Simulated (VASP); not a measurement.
# BaTiO3 (Amm2) in VASP: a series of runs, part 2 of 3

VASP 6.6.1. The steps go on from the part before.

### 3 Electric field gradients, PBE (volume scaled by 0.98)

INCAR reads:

```
SYSTEM = BaTiO3
ALGO = Normal
EDIFF = 1E-8
ENCUT = 520
GGA = PE
ISIF = 2
ISMEAR = -1
LASPH = .True.
LCHARG = .False.
LEFG = .True.
LREAL = .False.
LWAVE = .False.
NBANDS = 28
NELM = 60
PREC = Accurate
SIGMA = 0.05
```

KPOINTS reads:

```
k-points
0
Gamma
  8 8 8
  0 0 0
```

POSCAR reads:

```
BaTiO3
1.0
    3.9573602681      0.0000000000      0.0000000000
    0.0000000000      2.8180088222      2.8267000956
    0.0000000000     -2.8180088222      2.8267000956
Ba Ti O
1 1 3
Direct
    0.0000000000      0.0000000000      0.0000000000
    0.5000000000      0.5079000000      0.5079000000
    0.0000000000      0.4921000000      0.4921000000
    0.5000000000      0.5025100000      0.9937100000
    0.5000000000      0.9937100000      0.5025100000
```

Potentials or basis: VASP PAW PBE potentials, release 64 (Ba_sv, Ti_sv, O).

The run is started by

```bash
$ cat potpaw_PBE.64/Ba_sv/POTCAR potpaw_PBE.64/Ti_sv/POTCAR potpaw_PBE.64/O/POTCAR > POTCAR
$ mpirun -np 1 vasp_std > vasp.out
```

OUTCAR:

```text
SYSTEM = BaTiO3
   EDIFF = 1E-8
   ENCUT = 520
   GGA = PE
   ISIF = 2
   ISMEAR = -1
   LASPH = .True.
   LREAL = .False.
   NELM = 60
   PREC = Accurate

 ion  position               nearest neighbor table
   1  0.000  0.000  0.000-   3 2.78   4 2.80   5 2.80   4 2.80   5 2.80   4 2.82   5 2.82   5 2.82
                             4 2.82   3 2.82   3 2.82   3 2.87   2 3.41   2 3.41   2 3.44   2 3.44
   2  0.500  0.508  0.508-   4 1.94   5 1.94   3 1.98   3 1.98   5 2.05   4 2.05   1 3.41   1 3.41
                             1 3.44   1 3.44   1 3.44   1 3.44   1 3.49   1 3.49
   3  0.000  0.492  0.492-   2 1.98   2 1.98   1 2.78   1 2.82   1 2.82   1 2.87
   4  0.500  0.503  0.994-   2 1.94   2 2.05   1 2.80   1 2.80   1 2.82   1 2.82
   5  0.500  0.994  0.503-   2 1.94   2 2.05   1 2.80   1 2.80   1 2.82   1 2.82

  LATTYP: Found a base centered orthorhombic cell.
 ALAT       =     5.6360176444
 B/A-ratio  =     1.0030841896
 C/A-ratio  =     0.7021554079

  Lattice vectors:

 A1 = (   0.0000000000,   2.8180088222,  -2.8267000956)
 A2 = (   0.0000000000,   2.8180088222,   2.8267000956)
 A3 = (   3.9573602681,   0.0000000000,   0.0000000000)

Analysis of symmetry for initial positions (statically):
=====================================================================
 Subroutine PRICEL returns:
 Original cell was already a primitive cell.

 Routine SETGRP: Setting up the symmetry group for a
 base centered orthorhombic supercell.

 Subroutine GETGRP returns: Found  4 space group operations
 (whereof  4 operations were pure point group operations)
 out of a pool of  8 trial point group operations.

The static configuration has the point symmetry C_2v.

Analysis of symmetry for dynamics (positions and initial velocities):
=====================================================================
 Subroutine PRICEL returns:
 Original cell was already a primitive cell.

 Routine SETGRP: Setting up the symmetry group for a
 base centered orthorhombic supercell.

 Subroutine GETGRP returns: Found  4 space group operations
 (whereof  4 operations were pure point group operations)
 out of a pool of  8 trial point group operations.

The dynamic configuration has the point symmetry C_2v.

 Subroutine INISYM returns: Found  4 space group operations
 (whereof  4 operations are pure point group operations),
 and found     1 'primitive' translations

----------------------------------------------------------------------------------------

                                     Primitive cell

  volume of cell :      63.0460

  direct lattice vectors                    reciprocal lattice vectors
     3.957360268  0.000000000  0.000000000     0.252693698  0.000000000  0.000000000
     0.000000000  2.818008822  2.826700096     0.000000000  0.177430247  0.176884701
     0.000000000 -2.818008822  2.826700096     0.000000000 -0.177430247  0.176884701

  length of vectors
     3.957360268  3.991416685  3.991416685     0.252693698  0.250538799  0.250538799

  position of ions in fractional coordinates (direct lattice)
     0.000000000  0.000000000  0.000000000
     0.500000000  0.507900000  0.507900000
     0.000000000  0.492100000  0.492100000
     0.500000000  0.502510000  0.993710000
     0.500000000  0.993710000  0.502510000

[... 102 lines left out ...]
  Thomas-Fermi vector in A             =   2.529056
   LORBIT       =      0    0 simple, 1 ext, 2 COOP (PROOUT), +10 PAW based schemes
   GGA     = PE    functional components
   LHFCALC =     F    Hartree Fock is set to
   AEXX    =    0.0000 exact exchange contribution
   IVDW    =     0    specifies the selected vdW correction
   LEPSILON=     F    determine dielectric tensor
   LRPA    =     F    only Hartree local field effects (RPA)
 non-spin polarized calculation
  energy-cutoff  :      520.00
  volume of cell :       63.05
 maximum number of plane-waves:      1743
 NGX is ok and might be reduce to    30
   NGX = 15   NGY = 15   NGZ = 15

 number of electron      40.0000001 magnetization

 Free energy of the ion-electron system (eV)
  ---------------------------------------------------
  ext. energy  EPLUGINS =         0.00000000
  ---------------------------------------------------
  free energy    TOTEN  =       -39.92862661 eV

  energy without entropy =      -39.92862661  energy(sigma->0) =      -39.92862661

 E-fermi :   4.9134     XC(G=0): -11.3472

 val. band max:        3.9672200073   @ k =   0.5000   0.5000   0.5000
 cond. band min:       5.7992009903   @ k =   0.0000   0.0000   0.0000
 fundamental gap:      1.8319809830
 Fermi energy:         4.9133953922

 k-point     1 :       0.0000    0.0000    0.0000
  band No.  band energies     occupation
      1     -52.5611      2.00000
      2     -28.7902      2.00000
      3     -28.7879      2.00000
      4     -28.7839      2.00000
      5     -20.8156      2.00000
      6     -12.9665      2.00000
[... 733 lines left out ...]
     27      12.1146      0.00000
     28      13.7054      0.00000

 [... further k-points ...]

------------------------ aborting loop because EDIFF is reached ----------------------------------------

  FORCE on cell =-STRESS in cart. coord.  units (eV):
  Direction    XX          YY          ZZ          XY          YZ          ZX
  --------------------------------------------------------------------------------------
  -------------------------------------------------------------------------------------
  Total        3.2278525      2.9224367      2.6260337      0.0000000      0.0000000      0.0000000
  in kB       82.0288456     74.2673681     66.7349300      0.0000000      0.0000000      0.0000000
  external PRESSURE =      74.3437146 kB  Pullay stress =       0.0000000 kB

 VOLUME and BASIS-vectors are now :
 -----------------------------------------------------------------------------
  energy-cutoff  :      520.00
  volume of cell :       63.05
      direct lattice vectors                 reciprocal lattice vectors
     3.957360268  0.000000000  0.000000000     0.252693698  0.000000000  0.000000000
     0.000000000  2.818008822  2.826700096     0.000000000  0.177430247  0.176884701
     0.000000000 -2.818008822  2.826700096     0.000000000 -0.177430247  0.176884701

 POSITION                                       TOTAL-FORCE (eV/Angst)
 -----------------------------------------------------------------------------------
      0.00000      0.00000      0.00000         0.000000      0.000000      0.088600
      1.97868      0.00000      2.87136         0.000000      0.000000      0.107056
      0.00000      0.00000      2.78204         0.000000      0.000000      0.090052
      1.97868     -1.38421      4.22937         0.000000     -0.053236     -0.142854
      1.97868      1.38421      4.22937         0.000000      0.053236     -0.142854
 -----------------------------------------------------------------------------------
    total drift:                                0.000000     -0.000000      0.000046

  FREE ENERGIE OF THE ION-ELECTRON SYSTEM (eV)
  ---------------------------------------------------
  free  energy   TOTEN  =       -39.9286266139 eV

  energy  without entropy=      -39.9286266132  energy(sigma->0) =      -39.92862661

 Electric field gradients (V/A^2)
---------------------------------------------------------------------
 ion       V_xx      V_yy      V_zz      V_xy      V_xz      V_yz
---------------------------------------------------------------------
   1       0.677    -1.398     0.722    -0.000     0.000     0.000
   2      -6.061     3.214     2.847    -0.000    -0.000     0.000
   3      22.463   -10.800   -11.663    -0.000    -0.000    -0.000
   4     -12.270     5.632     6.638     0.000    -0.000   -16.956
   5     -12.270     5.632     6.638    -0.000     0.000    16.956
---------------------------------------------------------------------

 Electric field gradients after diagonalization (V/A^2)
 (convention: |V_zz| > |V_xx| > |V_yy|)
----------------------------------------------------------------------
 ion       V_xx      V_yy      V_zz     asymmetry (V_yy - V_xx)/ V_zz
----------------------------------------------------------------------
   1       0.722     0.677    -1.398       0.032
   2       3.214     2.847    -6.061       0.061
   3     -11.663   -10.800    22.463       0.038
   4     -12.270   -10.828    23.098       0.062
   5     -12.270   -10.828    23.098       0.062
----------------------------------------------------------------------

           NMR quadrupolar parameters

 Cq : quadrupolar parameter    Cq=e*Q*V_zz/h
 eta: asymmetry parameters     (V_yy - V_xx)/ V_zz
 Q  : nuclear electric quadrupole moment in mb (millibarn)
----------------------------------------------------------------------
 ion       Cq(MHz)       eta       Q (mb)
----------------------------------------------------------------------
   1      -0.003       0.032       1.000
   2      -0.015       0.061       1.000
   3       0.054       0.038       1.000
   4       0.056       0.062       1.000
   5       0.056       0.062       1.000
----------------------------------------------------------------------
```

OSZICAR:

```text
N       E                     dE             d eps       ncg     rms          rms(c)
DAV:   1     0.436310892723E+03    0.43631E+03   -0.20956E+04  5880   0.156E+03
DAV:   2    -0.501838265743E+01   -0.44133E+03   -0.41978E+03  6724   0.431E+02
DAV:   3    -0.486813723061E+02   -0.43663E+02   -0.43294E+02  8204   0.134E+02
DAV:   4    -0.507529607190E+02   -0.20716E+01   -0.20675E+01  8992   0.247E+01
DAV:   5    -0.508128749051E+02   -0.59914E-01   -0.59904E-01  7892   0.324E+00    0.234E+01
DAV:   6    -0.400571802851E+02    0.10756E+02   -0.56755E+01  8400   0.673E+01    0.978E+00
DAV:   7    -0.400663506224E+02   -0.91703E-02   -0.95646E+00  7808   0.225E+01    0.684E+00
DAV:   8    -0.399135577957E+02    0.15279E+00   -0.66591E-01  7304   0.738E+00    0.332E+00
DAV:   9    -0.399494995956E+02   -0.35942E-01   -0.27738E-01  8212   0.419E+00    0.137E+00
DAV:  10    -0.399299891439E+02    0.19510E-01   -0.11130E-01  6524   0.361E+00    0.396E-01
DAV:  11    -0.399286965038E+02    0.12926E-02   -0.10016E-02  7792   0.647E-01    0.119E-01
DAV:  12    -0.399289346230E+02   -0.23812E-03   -0.19151E-03  8820   0.381E-01    0.148E-01
DAV:  13    -0.399286225086E+02    0.31211E-03   -0.97149E-04  7788   0.323E-01    0.923E-03
DAV:  14    -0.399286274647E+02   -0.49561E-05   -0.36200E-05  7436   0.387E-02    0.891E-03
DAV:  15    -0.399286274044E+02    0.60229E-07   -0.12303E-05  7804   0.330E-02    0.804E-03
DAV:  16    -0.399286265249E+02    0.87956E-06   -0.28552E-06  7396   0.177E-02    0.747E-04
DAV:  17    -0.399286266163E+02   -0.91406E-07   -0.27031E-07  9176   0.459E-03    0.175E-03
DAV:  18    -0.399286266139E+02    0.24147E-08   -0.93664E-08  7308   0.303E-03
   1 F= -.39928627E+02 E0= -.39928627E+02  d E =-.694870E-09
```

It took 2.3 min on 1 thread of Intel Xeon Platinum 8488C (Sapphire Rapids), shared host; peak memory 0.3 GiB.

What came out:

```yaml
Free_energy: -39.9286 eV
Pressure: 7.4 GPa
Largest_force: 0.152 eV/Å
Band_gap_on_the_k_mesh: 1.83 eV, indirect (least direct gap 1.99 eV)
```

Forces on the atoms (eV/Å):
```
Ba   0.000  0.000  0.089
Ti   0.000  0.000  0.107
O    0.000  0.000  0.090
O    0.000 -0.053 -0.143
O    0.000  0.053 -0.143
```

Stress tensor (GPa, compression positive):
```
8.20 0.00 0.00
0.00 7.43 0.00
0.00 0.00 6.67
```

Levels at points of the mesh, in eV from the valence-band top:
| k point | band 17 | band 18 | band 19 | band 20 | band 21 | band 22 | band 23 | band 24 |
| --- | --- | --- | --- | --- | --- | --- | --- | --- |
| (0.00, 0.00, 0.00) | -1.12 | -0.23 | -0.19 | -0.16 | 1.83 | 1.86 | 1.94 | 4.06 |
| (0.50, 0.00, 0.00) | -1.87 | -1.82 | -0.78 | -0.74 | 2.02 | 3.62 | 3.65 | 4.06 |
| (0.00, 0.50, 0.00) | -1.84 | -1.75 | -0.77 | -0.73 | 2.04 | 3.59 | 3.60 | 4.11 |
| (0.50, 0.50, 0.00) | -1.71 | -0.86 | -0.86 | -0.09 | 3.60 | 3.65 | 4.04 | 4.89 |
| (0.00, 0.50, 0.50) | -1.69 | -0.91 | -0.89 | -0.13 | 3.59 | 3.62 | 4.01 | 5.00 |
| (0.50, 0.50, 0.50) | -2.36 | -0.03 | 0.00 | 0.00 | 4.28 | 4.28 | 4.30 | 6.78 |

Electric field gradients, principal values (V/Å²):
| atom | least | middle | greatest (by size) |
| --- | --- | --- | --- |
| 1 Ba | 0.677 | 0.722 | -1.398 |
| 2 Ti | 2.847 | 3.214 | -6.061 |
| 3 O | -10.800 | -11.663 | 22.463 |
| 4 O | -10.828 | -12.270 | 23.098 |
| 5 O | -10.828 | -12.270 | 23.098 |

Caveat: without QUAD_EFG the Cq values of the log hold for a quadrupole moment of 1 mb, not for the nuclei; spin-orbit coupling is left out, which moves the levels of the heavy elements.

(Continued in part 3 of 3.)
